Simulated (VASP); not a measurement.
# HCl in VASP: further runs

The runs below take HCl through single point, with PBE+D3(BJ).

Program: VASP 6.6.1. These are calculated values, not measurements. Logs are shortened: lines on timing, memory, paths and dates and some standing lists are left out, and cuts for length are marked.

### Step 1. The cell of the first run

The cell holds a disordered packing, 20 atoms: a = 7.417 Å, b = 7.417 Å, c = 7.417 Å, α = 90.00°, β = 90.00°, γ = 90.00°.

### Step 2. Single point, PBE+D3(BJ)

INCAR

```
  PREC = Accurate
  ENCUT = 520
  EDIFF = 1E-6
  ISMEAR = -1
  SIGMA = 0.05
  LREAL = Auto
  LASPH = True
  NELM = 80
  ALGO = Normal
  ISIF = 2
  LWAVE = False
  LCHARG = False
  GGA = PE
  IVDW = 12
  NBANDS = 56
```

KPOINTS

```
regular mesh
0
Gamma
  1 1 1
```

POSCAR

```
HCl
1.0
    7.4168600000      0.0000000000      0.0000000000
    0.0000000000      7.4168600000      0.0000000000
    0.0000000000      0.0000000000      7.4168600000
Cl H
10 10
Direct
    0.5719401472      0.3341575815      0.6312105123
    0.4076927433      0.1784582694     -0.0255903442
    0.6354441098      0.5362107415      0.1876265697
   -0.0522053807      0.6279881244      0.6008607416
    1.0559050596      0.4487074045      1.0237620772
    0.4337415025      0.8122305126      0.6715779993
    0.7342190631      1.1140293871      0.2931833687
    0.1589082172      0.2319714812      0.4027041093
   -0.0635713766     -0.0014022106      0.8038711800
    0.2407892289      0.8222617118      0.2577236189
    0.6406215029      0.2351938691      0.4971376027
    0.3169400528      0.0923975914      0.1023613766
    0.5208942868      0.6507201161      0.2235986657
   -0.0897819293      0.4902883430      0.5106338801
    1.0611768322      0.5301974151      0.8686020769
    0.5205167686      0.9627928800      0.6929212632
    0.6486168001      1.1859196479      0.1543645154
    0.2973225866      0.2384567054      0.5147865808
   -0.1288146197     -0.1519241296      0.8716087401
    0.1962960067      0.6971144123      0.1342481859
```

Potentials or basis: VASP PAW PBE potentials, release 64 (Cl, H).

On the command line:

```console
$ cat potpaw_PBE.64/Cl/POTCAR potpaw_PBE.64/H/POTCAR > POTCAR
$ mpirun -np 1 vasp_gam > vasp.out
```

OUTCAR:

```text
PREC = Accurate
   ENCUT = 520
   EDIFF = 1E-6
   ISMEAR = -1
   LREAL = Auto
   LASPH = True
   NELM = 80
   ISIF = 2
   GGA = PE
   IVDW = 12
 IVDW          = 12

 ion  position               nearest neighbor table
   1  0.572  0.334  0.631-  11 1.34
   2  0.408  0.178  0.974-  12 1.33
   3  0.635  0.536  0.188-  13 1.23
   4  0.948  0.628  0.601-  14 1.25
   5  0.056  0.449  0.024-  15 1.30
   6  0.434  0.812  0.672-  16 1.30
[... 12 lines left out ...]
  19  0.871  0.848  0.872-   9 1.32
  20  0.196  0.697  0.134-  10 1.35

  LATTYP: Found a simple cubic cell.
 ALAT       =     7.4168600000

  Lattice vectors:

 A1 = (   7.4168600000,   0.0000000000,   0.0000000000)
 A2 = (   0.0000000000,   7.4168600000,   0.0000000000)
 A3 = (   0.0000000000,   0.0000000000,   7.4168600000)

Analysis of symmetry for initial positions (statically):
=====================================================================
 Subroutine PRICEL returns:
 Original cell was already a primitive cell.

 Routine SETGRP: Setting up the symmetry group for a
 simple cubic supercell.

 Subroutine GETGRP returns: Found  1 space group operations
 (whereof  1 operations were pure point group operations)
 out of a pool of 48 trial point group operations.

The static configuration has the point symmetry C_1 .

Analysis of symmetry for dynamics (positions and initial velocities):
=====================================================================
 Subroutine PRICEL returns:
 Original cell was already a primitive cell.

 Routine SETGRP: Setting up the symmetry group for a
 simple cubic supercell.

 Subroutine GETGRP returns: Found  1 space group operations
 (whereof  1 operations were pure point group operations)
 out of a pool of 48 trial point group operations.

The dynamic configuration has the point symmetry C_1 .

 Subroutine INISYM returns: Found  1 space group operations
 (whereof  1 operations are pure point group operations),
 and found     1 'primitive' translations

----------------------------------------------------------------------------------------

                                     Primitive cell

[... 101 lines left out ...]
   NELM   =     80;   NELMIN=  2; NELMDL= -5     # of ELM steps
   EDIFF  = 0.1E-05   stopping-criterion for ELM
   LREAL  =      T    real-space projection
   EDIFFG = 0.1E-04   stopping-criterion for IOM
   NSW    =      0    number of steps for IOM
   IBRION =     -1    ionic relax: 0-MD 1-quasi-New 2-CG
   NFREE  =      0    steps in history (QN), initial steepest desc. (CG)
   ISIF   =      2    stress and relaxation
   ISYM   =      2    0-nonsym 1-usesym 2-fastsym
   POTIM  = 0.5000    time-step for ionic-motion
   TEBEG  =    0.0;   TEEND  =   0.0 temperature during run
   PSTRESS=    0.0 pullay stress
   NELECT =      80.0000    total number of electrons
   NUPDOWN=      -1.0000    fix difference up-down
   EMIN   =  10.00;   EMAX   =-10.00  energy-range for DOS
   EFERMI =   0.00;   METHOD = LEGACY
   ISMEAR =    -1;   SIGMA  =   0.05  broadening in eV -4-tet -1-fermi 0-gaus
   EFERMI_NEDOS =   21; number of points for ismear=-14 and -15
   IALGO  =     38    algorithm
   IMIX   =      4    mixing-type and parameters
     AMIX     =   0.40;   BMIX     =  1.00
     AMIX_MAG =   1.60;   BMIX_MAG =  1.00
  volume/ion in A,a.u.               =      20.40       137.67
  Fermi-wavevector in a.u.,A,eV,Ry     =   0.951082  1.797285 12.307251  0.904557
  Thomas-Fermi vector in A             =   2.079519
   LORBIT       =      0    0 simple, 1 ext, 2 COOP (PROOUT), +10 PAW based schemes
   GGA     = PE    functional components
   LHFCALC =     F    Hartree Fock is set to
   AEXX    =    0.0000 exact exchange contribution
   IVDW    =    12    specifies the selected vdW correction
   LEPSILON=     F    determine dielectric tensor
   LRPA    =     F    only Hartree local field effects (RPA)
 non-spin polarized calculation
  energy-cutoff  :      520.00
  volume of cell :      408.00
 maximum number of plane-waves:      5534
 NGX is ok and might be reduce to    54
   NGX = 27   NGY = 27   NGZ = 27

 number of electron      79.9999986 magnetization

 Free energy of the ion-electron system (eV)
  ---------------------------------------------------
  ext. energy  EPLUGINS =         0.00000000
  ---------------------------------------------------
  free energy    TOTEN  =       -60.82150612 eV

  energy without entropy =      -60.82150612  energy(sigma->0) =      -60.82150612

 E-fermi :  -1.1832     XC(G=0):  -6.9492

 val. band max:       -2.4318925191   @ k =   0.0000   0.0000   0.0000
 cond. band min:       2.9263246716   @ k =   0.0000   0.0000   0.0000
 fundamental gap:      5.3582171907
 Fermi energy:        -1.1831923923

 k-point     1 :       0.0000    0.0000    0.0000
  band No.  band energies     occupation
      1     -16.9997      2.00000
      2     -16.7265      2.00000
      3     -16.4779      2.00000
      4     -16.3399      2.00000
      5     -16.2708      2.00000
      6     -16.1890      2.00000
[... 44 lines left out ...]
     51       6.2342      0.00000
     52       6.3350      0.00000
 [bands above 52 left out]

------------------------ aborting loop because EDIFF is reached ----------------------------------------

 Edisp (eV)   -1.60173

 E8    (eV) :    -0.4840

  FORCE on cell =-STRESS in cart. coord.  units (eV):
  Direction    XX          YY          ZZ          XY          YZ          ZX
  --------------------------------------------------------------------------------------
  -------------------------------------------------------------------------------------
  Total       2.50396     4.27429     2.13452    -2.66114     2.27625    -1.04786
  in kB       9.83280    16.78475     8.38207   -10.45006     8.93862    -4.11485
  external pressure =       11.67 kB  Pullay stress =        0.00 kB

 VOLUME and BASIS-vectors are now :
 -----------------------------------------------------------------------------
  energy-cutoff  :      520.00
  volume of cell :      408.00
      direct lattice vectors                 reciprocal lattice vectors
     7.416860000  0.000000000  0.000000000     0.134827946  0.000000000  0.000000000
     0.000000000  7.416860000  0.000000000     0.000000000  0.134827946  0.000000000
     0.000000000  0.000000000  7.416860000     0.000000000  0.000000000  0.134827946

 POSITION                                       TOTAL-FORCE (eV/Angst)
 -----------------------------------------------------------------------------------
      4.24200      2.47840      4.68160        -0.020172     -0.048763     -0.046792
      3.02380      1.32360      7.22706        -0.235848     -0.452573      0.581258
      4.71300      3.97700      1.39160         1.501499     -1.017879     -0.553706
      7.02966      4.65770      4.45650         0.307628      1.020400      0.393731
      0.41464      3.32800      0.17624         0.110049      0.279613     -0.003624
      3.21700      6.02420      4.98100         0.224224      0.245035      0.042424
[... 12 lines left out ...]
      6.46146      6.29006      6.46460         0.205509      0.735471     -0.262302
      1.45590      5.17040      0.99570         0.117705      0.558498      0.680318
 -----------------------------------------------------------------------------------
    total drift:                               -0.002392      0.001264      0.000999

  FREE ENERGIE OF THE ION-ELECTRON SYSTEM (eV)
  ---------------------------------------------------
  free  energy   TOTEN  =       -62.4232337019 eV

  energy  without entropy=      -62.4232337019  energy(sigma->0) =      -62.42323370
```

stdout:

```text
POSCAR found type information on POSCAR ClH
 POSCAR found :  2 types and      20 ions
 scaLAPACK will be used
 LDA part: xc-table for (Slater+PW92), standard interpolation
 POSCAR, INCAR and KPOINTS ok, starting setup
 FFT: planning ... GRIDC
 FFT: planning ... GRID_SOFT
 FFT: planning ... GRID
 WAVECAR not read
 entering main loop
```

Run time: 57 s. Hardware: 1 thread of Intel Xeon Platinum 8259CL at 2.50GHz (Skylake/Cascade Lake), shared host; peak memory 0.39 GiB.

Results:

| Quantity | Value |
| --- | --- |
| Free energy | -62.4232 eV |
| Pressure | 1.2 GPa |
| Largest force | 2.208 eV/Å |
| Dispersion energy per atom | -0.080 eV |

Forces in eV/Å, atoms in the order of the input:
```
Cl  -0.020 -0.049 -0.047
Cl  -0.236 -0.453  0.581
Cl   1.501 -1.018 -0.554
Cl   0.308  1.020  0.394
Cl   0.110  0.280 -0.004
Cl   0.224  0.245  0.042
Cl   0.375 -0.461 -0.491
Cl   0.377  0.009  0.548
Cl  -0.333 -0.525  0.502
Cl  -0.210 -0.773 -0.866
H   -0.158  0.272  0.103
H    0.322  0.228 -0.484
H   -1.557  1.470  0.539
H   -0.226 -1.043 -0.551
H   -0.162 -0.150 -0.155
H   -0.188 -0.310  0.075
H   -0.132 -0.212  0.263
H   -0.318  0.175 -0.315
H    0.206  0.735 -0.262
H    0.118  0.558  0.680
```

Stress tensor (GPa, compression positive):
```
 0.98 -1.05 -0.41
-1.05  1.68  0.89
-0.41  0.89  0.84
```

Caveat: the k points lie up to 0.85 Å⁻¹ apart.

### Step 3. Single point, PBE+D3(BJ)

INCAR

```
SYSTEM = HCl
ALGO = Normal
EDIFF = 1E-6
ENCUT = 520
GGA = PE
ISIF = 2
ISMEAR = -1
IVDW = 12
LASPH = .TRUE.
LCHARG = .FALSE.
LREAL = Auto
LWAVE = .FALSE.
NBANDS = 56
NELM = 80
PREC = Accurate
SIGMA = 0.05
```

KPOINTS

```
k-points
0
G
  1 1 1
  0 0 0
```

POSCAR

```
HCl
1.0
    7.4168600000      0.0000000000      0.0000000000
    0.0000000000      7.4168600000      0.0000000000
    0.0000000000      0.0000000000      7.4168600000
Cl H
10 10
Direct
    0.5402690626      0.3600715127      0.6166895425
    0.4200564659      0.1645170598     -0.0420932848
    0.6106492505      0.5384758510      0.1444951098
   -0.0666993849      0.6246848397      0.5865824621
    1.0664216393      0.4221058507      1.0417076768
    0.4507972376      0.8098305752      0.6242264247
    0.7281383227      1.1060071243      0.2950844427
    0.1858333581      0.1989116688      0.4060208768
   -0.1031433787     -0.0221522315      0.8219516076
    0.1931005843      0.8248234428      0.2517911893
    0.5826994173      0.2274008138      0.5011419927
    0.3354519298      0.0284756622      0.0376304797
    0.4500961323      0.5900070919      0.2052216167
   -0.1362031911      0.4658575192      0.5514462994
    1.0585881357      0.4394447246      0.8674290738
    0.5531855799      0.7087365812      0.6991637971
    0.6048246832      1.1434083965      0.1737392913
    0.3185310226      0.3000056628      0.4834660490
   -0.0346372993      0.1395334414      0.8322794282
    0.1332639419      0.6997974884      0.1234080190
```

Potentials or basis: VASP PAW PBE potentials, release 64 (Cl, H).

On the command line:

```console
$ cat potpaw_PBE.64/Cl/POTCAR potpaw_PBE.64/H/POTCAR > POTCAR
$ mpirun -np 1 vasp_gam > vasp.out
```

OUTCAR:

```text
SYSTEM = HCl
   EDIFF = 1E-6
   ENCUT = 520
   GGA = PE
   ISIF = 2
   ISMEAR = -1
   IVDW = 12
   LASPH = .TRUE.
   LREAL = Auto
   NELM = 80
   PREC = Accurate
 IVDW          = 12

 ion  position               nearest neighbor table
   1  0.540  0.360  0.617-  11 1.34
   2  0.420  0.165  0.958-  12 1.33
   3  0.611  0.538  0.144-  13 1.33
   4  0.933  0.625  0.587-  14 1.31
   5  0.066  0.422  0.042-  15 1.30
   6  0.451  0.810  0.624-  16 1.20
[... 12 lines left out ...]
  19  0.965  0.140  0.832-   9 1.30
  20  0.133  0.700  0.123-  10 1.40

  LATTYP: Found a simple cubic cell.
 ALAT       =     7.4168600000

  Lattice vectors:

 A1 = (   7.4168600000,   0.0000000000,   0.0000000000)
 A2 = (   0.0000000000,   7.4168600000,   0.0000000000)
 A3 = (   0.0000000000,   0.0000000000,   7.4168600000)

Analysis of symmetry for initial positions (statically):
=====================================================================
 Subroutine PRICEL returns:
 Original cell was already a primitive cell.

 Routine SETGRP: Setting up the symmetry group for a
 simple cubic supercell.

 Subroutine GETGRP returns: Found  1 space group operations
 (whereof  1 operations were pure point group operations)
 out of a pool of 48 trial point group operations.

The static configuration has the point symmetry C_1 .

Analysis of symmetry for dynamics (positions and initial velocities):
=====================================================================
 Subroutine PRICEL returns:
 Original cell was already a primitive cell.

 Routine SETGRP: Setting up the symmetry group for a
 simple cubic supercell.

 Subroutine GETGRP returns: Found  1 space group operations
 (whereof  1 operations were pure point group operations)
 out of a pool of 48 trial point group operations.

The dynamic configuration has the point symmetry C_1 .

[... 132 lines left out ...]
  Fermi-wavevector in a.u.,A,eV,Ry     =   0.951082  1.797285 12.307251  0.904557
  Thomas-Fermi vector in A             =   2.079519
   LORBIT       =      0    0 simple, 1 ext, 2 COOP (PROOUT), +10 PAW based schemes
   GGA     = PE    functional components
   LHFCALC =     F    Hartree Fock is set to
   AEXX    =    0.0000 exact exchange contribution
   IVDW    =    12    specifies the selected vdW correction
   LEPSILON=     F    determine dielectric tensor
   LRPA    =     F    only Hartree local field effects (RPA)
 non-spin polarized calculation
  energy-cutoff  :      520.00
  volume of cell :      408.00
 maximum number of plane-waves:      5534
 NGX is ok and might be reduce to    54
   NGX = 27   NGY = 27   NGZ = 27

 number of electron      80.0000008 magnetization

 Free energy of the ion-electron system (eV)
  ---------------------------------------------------
  ext. energy  EPLUGINS =         0.00000000
  ---------------------------------------------------
  free energy    TOTEN  =       -60.52457656 eV

  energy without entropy =      -60.52457656  energy(sigma->0) =      -60.52457656

 E-fermi :  -1.1734     XC(G=0):  -6.9614

 val. band max:       -2.4122500271   @ k =   0.0000   0.0000   0.0000
 cond. band min:       2.7282002905   @ k =   0.0000   0.0000   0.0000
 fundamental gap:      5.1404503177
 Fermi energy:        -1.1734277149

 k-point     1 :       0.0000    0.0000    0.0000
  band No.  band energies     occupation
      1     -16.9832      2.00000
      2     -16.8379      2.00000
      3     -16.3891      2.00000
      4     -16.3420      2.00000
      5     -16.2717      2.00000
      6     -16.1106      2.00000
[... 44 lines left out ...]
     51       6.2050      0.00000
     52       6.3052      0.00000
 [bands above 52 left out]

------------------------ aborting loop because EDIFF is reached ----------------------------------------

 Edisp (eV)   -1.60197

 E8    (eV) :    -0.4839

  FORCE on cell =-STRESS in cart. coord.  units (eV):
  Direction    XX          YY          ZZ          XY          YZ          ZX
  --------------------------------------------------------------------------------------
  -------------------------------------------------------------------------------------
  Total       1.85006     2.20872     0.66963    -2.48054    -1.94165     1.12359
  in kB       7.26499     8.67345     2.62957    -9.74084    -7.62468     4.41223
  external pressure =        6.19 kB  Pullay stress =        0.00 kB

 VOLUME and BASIS-vectors are now :
 -----------------------------------------------------------------------------
  energy-cutoff  :      520.00
  volume of cell :      408.00
      direct lattice vectors                 reciprocal lattice vectors
     7.416860000  0.000000000  0.000000000     0.134827946  0.000000000  0.000000000
     0.000000000  7.416860000  0.000000000     0.000000000  0.134827946  0.000000000
     0.000000000  0.000000000  7.416860000     0.000000000  0.000000000  0.134827946

 POSITION                                       TOTAL-FORCE (eV/Angst)
 -----------------------------------------------------------------------------------
      4.00710      2.67060      4.57390         0.246047     -0.243995     -0.370918
      3.11550      1.22020      7.10466        -0.351157     -0.994219      0.498706
      4.52910      3.99380      1.07170        -0.889531      0.548147      0.295093
      6.92216      4.63320      4.35060        -0.127939     -0.818320     -0.030335
      0.49264      3.13070      0.30934        -0.220657      0.016364     -0.390435
      3.34350      6.00640      4.62980        -2.049131      1.928656     -1.267556
[... 12 lines left out ...]
      7.15996      1.03490      6.17290        -0.185965     -0.536400      0.071342
      0.98840      5.19030      0.91530         0.529231      1.147814      1.377105
 -----------------------------------------------------------------------------------
    total drift:                               -0.001050      0.002105      0.001938

  FREE ENERGIE OF THE ION-ELECTRON SYSTEM (eV)
  ---------------------------------------------------
  free  energy   TOTEN  =       -62.1265436902 eV

  energy  without entropy=      -62.1265436901  energy(sigma->0) =      -62.12654369
```

OSZICAR:

```text
N       E                     dE             d eps       ncg     rms          rms(c)
DAV:   1     0.751210681768E+03    0.75121E+03   -0.37497E+04   112   0.126E+03
DAV:   2     0.255544184346E+02   -0.72566E+03   -0.69558E+03   152   0.254E+02
DAV:   3    -0.599694684820E+02   -0.85524E+02   -0.85027E+02   144   0.984E+01
DAV:   4    -0.618192925125E+02   -0.18498E+01   -0.18447E+01   136   0.174E+01
DAV:   5    -0.618615530750E+02   -0.42261E-01   -0.42231E-01   136   0.275E+00    0.241E+01
DAV:   6    -0.607439212699E+02    0.11176E+01   -0.15274E+00   128   0.411E+00    0.138E+01
DAV:   7    -0.605306933477E+02    0.21323E+00   -0.13716E+00   136   0.408E+00    0.303E+00
DAV:   8    -0.605249915077E+02    0.57018E-02   -0.16522E-01   136   0.155E+00    0.132E+00
DAV:   9    -0.605246748501E+02    0.31666E-03   -0.11714E-02   128   0.450E-01    0.407E-01
DAV:  10    -0.605245345340E+02    0.14032E-03   -0.62460E-03   128   0.279E-01    0.209E-01
DAV:  11    -0.605244732763E+02    0.61258E-04   -0.41819E-04   152   0.953E-02    0.107E-01
DAV:  12    -0.605245291246E+02   -0.55848E-04   -0.22543E-04   128   0.618E-02    0.586E-02
DAV:  13    -0.605245708584E+02   -0.41734E-04   -0.59750E-05   128   0.418E-02    0.145E-02
DAV:  14    -0.605245754298E+02   -0.45715E-05   -0.35205E-05   144   0.288E-02    0.133E-02
DAV:  15    -0.605245764508E+02   -0.10210E-05   -0.90840E-06   136   0.133E-02    0.591E-03
DAV:  16    -0.605245765609E+02   -0.11009E-06   -0.71963E-07    80   0.386E-03
   1 F= -.62126544E+02 E0= -.62126544E+02  d E =-.538847E-10
```

Wall time 62 s (1 thread of Intel Xeon Platinum 8259CL at 2.50GHz (Skylake/Cascade Lake), shared host); peak memory 0.39 GiB.

What came out:

* Free energy: -62.1265 eV
* Pressure: 0.6 GPa
* Largest force: 3.086 eV/Å
* Dispersion energy per atom: -0.080 eV

Forces on the atoms (eV/Å):
```
Cl   0.246 -0.244 -0.371
Cl  -0.351 -0.994  0.499
Cl  -0.890  0.548  0.295
Cl  -0.128 -0.818 -0.030
Cl  -0.221  0.016 -0.390
Cl  -2.049  1.929 -1.268
Cl   0.056 -0.243  0.240
Cl   0.567  0.858  0.668
Cl   0.233  0.603  0.024
Cl  -0.499 -1.441 -1.869
H    0.320  0.292  0.172
H    0.209  0.465 -0.174
H    0.911 -0.135 -0.302
H    0.173  0.580  0.011
H    0.004  0.312  0.135
H    1.999 -1.788  1.423
H   -0.011  0.022 -0.161
H   -0.913 -0.574 -0.351
H   -0.186 -0.536  0.071
H    0.529  1.148  1.377
```

Stress tensor (GPa, compression positive):
```
 0.73 -0.97  0.44
-0.97  0.87 -0.76
 0.44 -0.76  0.26
```

Caveat: the k points lie up to 0.85 Å⁻¹ apart.
